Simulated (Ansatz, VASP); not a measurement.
**One calculation of BPd4, two programs**

File INCAR:

```
PREC = Accurate ; ENCUT = 600
EDIFF = 1E-6 ; ISMEAR = 0
SIGMA = 0.1 ; LREAL = False
LASPH = True ; NELM = 60
ALGO = Fast ; ISIF = 3
LWAVE = False ; LCHARG = False
GGA = PE ; IBRION = 2
NSW = 100 ; EDIFFG = -0.01
```

File KPOINTS:

```
Automatic mesh
0
Gamma
  6 6 14
```

The input POSCAR:

```
BPd4
1.0
    6.0827340781      0.0000000000      0.0000000000
    0.0000000000      6.0827340781      0.0000000000
    0.0000000000      0.0000000000      2.5612298384
B Pd
1 4
Direct
    0.5000000000      0.5000000000      0.0000000000
    0.2937334679      0.0000000000      0.5000000000
    0.7062665321      0.0000000000      0.5000000000
    0.0000000000      0.2937334679      0.5000000000
    0.0000000000      0.7062665321      0.5000000000
```

Input for Ansatz:

```yaml
crystal:
  lattice:
    - [6.0827340781, 0.0, 0.0]
    - [0.0, 6.0827340781, 0.0]
    - [0.0, 0.0, 2.5612298384]
  atoms:
    - { symbol: B, position: [0.5, 0.5, 0.0] }
    - { symbol: Pd, position: [0.2937334679, 0.0, 0.5] }
    - { symbol: Pd, position: [0.7062665321, 0.0, 0.5] }
    - { symbol: Pd, position: [0.0, 0.2937334679, 0.5] }
    - { symbol: Pd, position: [0.0, 0.7062665321, 0.5] }
basis:
  ecutwfc: 420
kpoints:
  mp_grid: { grid: [6, 6, 14] }
hamiltonian:
  xc: pbe
scf:
  occupations: { method: gaussian, width: 0.1 }
output:
  forces: true
  stress: true
  eigenvalues: true
  write_density: true
  write_potential: true
  elf: true
  volumetric_format: npy
relax:
  adjacent_minimum: "off"
  f_tol: 0.01
  max_steps: 80
  cell: { stress_tol: 0.05 }
```

Alike in both runs: task relaxation of cell and atoms; functional PBE; k mesh 6 × 6 × 14; occupations gaussian, width 0.1 eV; no spin polarisation.

```csv
,VASP,Ansatz
version,VASP 6.6.1,Ansatz 0.2.0
potentials or method,"VASP PAW PBE potentials, release 64 (B, Pd), cutoff 600 eV","scalar-relativistic, plane waves, PAW"
valence electrons in the cell,43,75
```

```tsv
	VASP	Ansatz	Ansatz less VASP
gap on the k mesh at the Fermi level, each at its own relaxed structure (eV)	none	none	-
relaxed volume (Å³/atom)	18.87	18.94	+0.062
relaxed cell length with the largest relative difference (Å)	6.077	6.084	+0.0067
```

A gap of «none» marks a metal or a gap that the smearing closes. VASP's potentials hold 43 valence electrons a cell and Ansatz's 75, so a difference there can come from the potentials and not from the codes.
